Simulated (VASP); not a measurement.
# TlBH (P6_3/mmc) in VASP: further runs, part 2 of 2

VASP 6.6.1. The steps go on from the part before.

## Step 3: Relaxation of cell and atoms, PBE

This run uses another cell than the first one, of 13.84 Å³/atom.

The input, INCAR:

```
ALGO = Normal
EDIFF = 1E-6
EDIFFG = -0.01
ENCUT = 600
GGA = PE
IBRION = 2
ISIF = 3
ISMEAR = 0
LASPH = T
LCHARG = F
LREAL = F
LWAVE = F
NELM = 100
NSW = 100
PREC = Accurate
SIGMA = 0.1
```

The input, KPOINTS:

```
k-points
0
Gamma
  12 12 6
```

The input, POSCAR:

```
TlBH
1.0
    3.6426356600      0.0000000000      0.0000000000
   -1.8213178300      3.1546150200      0.0000000000
    0.0000000000      0.0000000000      7.2262102900
Tl B H
2 2 2
Direct
    0.3333333300      0.6666666700      0.2500000000
    0.6666666700      0.3333333300      0.7500000000
    0.0000000000      0.0000000000      0.0000000000
    0.0000000000      0.0000000000      0.5000000000
    0.3333333300      0.6666666700      0.7500000000
    0.6666666700      0.3333333300      0.2500000000
```

Potentials or basis: VASP PAW PBE potentials, release 64 (Tl_d, B, H).

On the command line:

```
$ cat potpaw_PBE.64/Tl_d/POTCAR potpaw_PBE.64/B/POTCAR potpaw_PBE.64/H/POTCAR > POTCAR
$ mpirun -np 1 vasp_std > vasp.out
```

OUTCAR:

```text
EDIFF = 1E-6
   EDIFFG = -0.01
   ENCUT = 600
   GGA = PE
   IBRION = 2
   ISIF = 3
   ISMEAR = 0
   LASPH = T
   LREAL = F
   NELM = 100
   NSW = 100
   PREC = Accurate

 ion  position               nearest neighbor table
   1  0.333  0.667  0.250-   6 2.10   6 2.10   6 2.10   3 2.77   4 2.77   4 2.77   3 2.77   4 2.77
                             3 2.77
   2  0.667  0.333  0.750-   5 2.10   5 2.10   5 2.10   3 2.77   4 2.77   3 2.77   4 2.77   3 2.77
                             4 2.77
   3  0.000  0.000  0.000-   1 2.77   2 2.77   2 2.77   1 2.77   2 2.77   1 2.77
   4  0.000  0.000  0.500-   1 2.77   2 2.77   2 2.77   1 2.77   2 2.77   1 2.77
   5  0.333  0.667  0.750-   2 2.10   2 2.10   2 2.10
   6  0.667  0.333  0.250-   1 2.10   1 2.10   1 2.10

  LATTYP: Found a hexagonal cell.
 ALAT       =     3.6426356600
 C/A-ratio  =     1.9837861824

  Lattice vectors:

 A1 = (   3.6426356600,   0.0000000000,   0.0000000000)
 A2 = (  -1.8213178300,   3.1546150200,   0.0000000000)
 A3 = (   0.0000000000,   0.0000000000,   7.2262102900)

Analysis of symmetry for initial positions (statically):
=====================================================================
 Subroutine PRICEL returns:
 Original cell was already a primitive cell.

 Routine SETGRP: Setting up the symmetry group for a
 hexagonal supercell.

 Subroutine GETGRP returns: Found 24 space group operations
 (whereof 12 operations were pure point group operations)
 out of a pool of 24 trial point group operations.

The static configuration has the point symmetry D_3d.
 The point group associated with its full space group is D_6h.

Analysis of symmetry for dynamics (positions and initial velocities):
=====================================================================
 Subroutine PRICEL returns:
 Original cell was already a primitive cell.

 Routine SETGRP: Setting up the symmetry group for a
 hexagonal supercell.

 Subroutine GETGRP returns: Found 24 space group operations
 (whereof 12 operations were pure point group operations)
 out of a pool of 24 trial point group operations.
[... 139 lines left out ...]
   LEPSILON=     F    determine dielectric tensor
   LRPA    =     F    only Hartree local field effects (RPA)
 conjugate gradient relaxation of ions
 non-spin polarized calculation
 Gauss-broadening in eV      SIGMA  =   0.10
  energy-cutoff  :      600.00
  volume of cell :       83.04
 maximum number of plane-waves:      2819
 NGX is ok and might be reduce to    30
   NGX = 15   NGY = 15   NGZ = 29

--------------------------------------- Ionic step        1  -------------------------------------------

 number of electron      33.9999998 magnetization

 Free energy of the ion-electron system (eV)
  ---------------------------------------------------
  ext. energy  EPLUGINS =         0.00000000
  ---------------------------------------------------
  free energy    TOTEN  =       -15.01330344 eV

  energy without entropy =      -15.00057901  energy(sigma->0) =      -15.00694122

------------------------ aborting loop because EDIFF is reached ----------------------------------------

  FORCE on cell =-STRESS in cart. coord.  units (eV):
  Direction    XX          YY          ZZ          XY          YZ          ZX
  --------------------------------------------------------------------------------------
  -------------------------------------------------------------------------------------
  Total        1.1840331      1.1840331     -1.8638855      0.0000000      0.0000000     -0.0000000
  in kB       22.8455567     22.8455568    -35.9630988      0.0000000      0.0000000     -0.0000000
  external PRESSURE =       3.2426716 kB  Pullay stress =       0.0000000 kB
[... 147 lines left out ...]
--------------------------------------- Ionic step        5  -------------------------------------------

 number of electron      34.0000001 magnetization

 Free energy of the ion-electron system (eV)
  ---------------------------------------------------
  ext. energy  EPLUGINS =         0.00000000
  ---------------------------------------------------
  free energy    TOTEN  =       -15.15959705 eV

  energy without entropy =      -15.14656968  energy(sigma->0) =      -15.15308336

 E-fermi :   5.5480     XC(G=0): -10.5983

 val. band max:        5.5369475724   @ k =   0.4167   0.0000   0.3333
 cond. band min:       5.5540959249   @ k =   0.3333  -0.0000   0.3333
 fundamental gap:      0.0171483525
 Fermi energy:         5.5479870446

 k-point     1 :       0.0000    0.0000    0.0000
  band No.  band energies     occupation
      1      -6.0226      2.00000
      2      -6.0046      2.00000
      3      -5.7262      2.00000
      4      -5.7262      2.00000
      5      -5.6725      2.00000
      6      -5.6725      2.00000
[... 565 lines left out ...]
     20       7.2151      0.00000
     21       7.3943      0.00000

 [... further k-points ...]

------------------------ aborting loop because EDIFF is reached ----------------------------------------

  FORCE on cell =-STRESS in cart. coord.  units (eV):
  Direction    XX          YY          ZZ          XY          YZ          ZX
  --------------------------------------------------------------------------------------
  -------------------------------------------------------------------------------------
  Total       -0.0404593     -0.0404593      0.0026566      0.0000000      0.0000000      0.0000000
  in kB       -0.7989507     -0.7989507      0.0524599      0.0000000      0.0000000      0.0000000
  external PRESSURE =      -0.5151471 kB  Pullay stress =       0.0000000 kB
[... 21 lines left out ...]
  FREE ENERGIE OF THE ION-ELECTRON SYSTEM (eV)
  ---------------------------------------------------
  free  energy   TOTEN  =       -15.1595970481 eV

  energy  without entropy=      -15.1465696808  energy(sigma->0) =      -15.15308336

 reached required accuracy - stopping structural energy minimisation
```

CONTCAR:

```text
TlBH
   1.00000000000000
     3.7620512070521235   -0.0000000000000000   -0.0000000000000000
    -1.8810256035260617    3.2580319175184531    0.0000000000000000
    -0.0000000000000000    0.0000000000000000    6.6195595380408649
  Tl              B               H
     2     2     2
Direct
     0.3333333300000021    0.6666666699999979    0.2500000000000000
     0.6666666699999979    0.3333333300000021    0.7500000000000000
     0.0000000000000000    0.0000000000000000    0.0000000000000000
     0.0000000000000000    0.0000000000000000    0.5000000000000000
     0.3333333300000021    0.6666666699999979    0.7500000000000000
     0.6666666699999979    0.3333333300000021    0.2500000000000000

  0.00000000E+00  0.00000000E+00  0.00000000E+00
  0.00000000E+00  0.00000000E+00  0.00000000E+00
  0.00000000E+00  0.00000000E+00  0.00000000E+00
  0.00000000E+00  0.00000000E+00  0.00000000E+00
  0.00000000E+00  0.00000000E+00  0.00000000E+00
  0.00000000E+00  0.00000000E+00  0.00000000E+00
```

Run time: 3.3 min. Hardware: 1 thread of Intel Xeon 6975P-C (Granite Rapids), shared host; peak memory 0.34 GiB.

What came out:

```
Free energy                           : -15.1596 eV
Relaxed volume                        : 13.52 Å³/atom
Relaxed cell                          : a = 3.762 Å, b = 3.762 Å, c = 6.620 Å, α = 90.00°, β = 90.00°, γ = 120.00°
Space group after relaxing (to 0.1 Å) : P6_3/mmc (No. 194)
Energy gained by relaxing             : 24.4 meV/atom
Ionic steps                           : 5
Pressure after relaxing               : -0.1 GPa
Band gap on the k mesh                : zero (bands 17 and 18 overlap by 3.22 eV)
```

Stress tensor (GPa, compression positive):
```
-0.08  0.00  0.00
 0.00 -0.08  0.00
 0.00  0.00  0.01
```

Step by step:
```tsv
step	energy change (eV)	largest force (eV/Å)	pressure (GPa)	volume (Å³)
1	0.0000	0.0000	0.32	83.04
2	-0.0480	0.0000	-0.26	83.36
3	-0.1276	0.0000	-1.71	84.12
4	-0.1461	0.0000	-0.21	81.42
5	-0.1463	0.0000	-0.05	81.14
```

Final structure:
```
Tl B H
1.0
     3.76205    0.00000    0.00000
    -1.88103    3.25803    0.00000
     0.00000    0.00000    6.61956
Tl B H
2 2 2
Direct
  0.33333 0.66667 0.25000
  0.66667 0.33333 0.75000
  0.00000 0.00000 0.00000
  0.00000 0.00000 0.50000
  0.33333 0.66667 0.75000
  0.66667 0.33333 0.25000
```

Caveat: spin-orbit coupling is left out, which moves the levels of the heavy elements.

## Step 4: Single point, PBE

This run uses another cell than the first one, of 13.84 Å³/atom.

The input, INCAR:

```
PREC = Accurate
ENCUT = 520
EDIFF = 1E-6
ISMEAR = 0
SIGMA = 0.1
LREAL = F
LASPH = T
NELM = 100
ALGO = Normal
ISIF = 2
LWAVE = F
LCHARG = T
GGA = PE
LELF = T
LVHAR = T
NBANDS = 26
```

The input, KPOINTS:

```
regular mesh
0
Gamma
  6 6 4
```

POSCAR is that of step 3.

On the command line:

```
$ cat potpaw_PBE.64/Tl_d/POTCAR potpaw_PBE.64/B/POTCAR potpaw_PBE.64/H/POTCAR > POTCAR
$ mpirun -np 1 vasp_std > vasp.out
```

Wall time 19 s (1 thread of Intel Xeon 6975P-C (Granite Rapids), shared host); peak memory 0.21 GiB.

The run converged. Its results:

```yaml
Free_energy: -15.0042 eV
Pressure: 0.6 GPa
Band_gap_on_the_k_mesh: zero (bands 17 and 18 overlap by 3.22 eV)
```

Stress tensor (GPa, compression positive):
```
 2.57  0.00  0.00
 0.00  2.57  0.00
 0.00  0.00 -3.38
```

Levels at points of the mesh, in eV from the Fermi level:
| k point | band 13 | band 14 | band 15 | band 16 | band 17 | band 18 | band 19 | band 20 | band 21 | band 22 |
| --- | --- | --- | --- | --- | --- | --- | --- | --- | --- | --- |
| (0.00, 0.00, 0.00) | -7.23 | -1.47 | -0.29 | 1.54 | 1.86 | 1.86 | 2.36 | 2.36 | 5.02 | 5.96 |
| (0.50, 0.00, 0.00) | -5.20 | -4.60 | -4.37 | -2.45 | -0.33 | -0.17 | 1.78 | 1.97 | 1.98 | 4.08 |
| (0.00, 0.00, 0.50) | -4.50 | -4.50 | 1.11 | 1.11 | 2.07 | 2.07 | 2.07 | 2.07 | 5.47 | 5.47 |
| (0.50, 0.00, 0.50) | -6.26 | -6.26 | -2.08 | -2.08 | 0.31 | 0.31 | 0.63 | 0.63 | 1.91 | 1.91 |

Caveat: spin-orbit coupling is left out, which moves the levels of the heavy elements.

## Step 5: The runs side by side

```csv
task,cell,k mesh,cutoff (eV),gap on the mesh (eV),pressure (GPa)
single point,"a = 3.760, b = 3.760, c = 6.625 Å, angles 90.0, 90.0, 120.0°, 6 atoms",12 × 12 × 6,520,none,-0.1
relaxation of cell and atoms,"relaxed from a = 3.643, b = 3.643, c = 7.226 Å, angles 90.0, 90.0, 120.0°, 6 atoms",12 × 12 × 6,600,none,-0.1
single point,"a = 3.643, b = 3.643, c = 7.226 Å, angles 90.0, 90.0, 120.0°, 6 atoms",6 × 6 × 4,520,none,0.6
```

Alike in all rows: level PBE; potentials or basis VASP PAW PBE potentials, release 64 (Tl_d, B, H); no spin polarisation; smearing gaussian 0.1 eV.

Caveats: spin-orbit coupling is left out, which moves the levels of the heavy elements.

Total energies depend on the potentials used, so only differences within one code and one set of settings carry meaning.
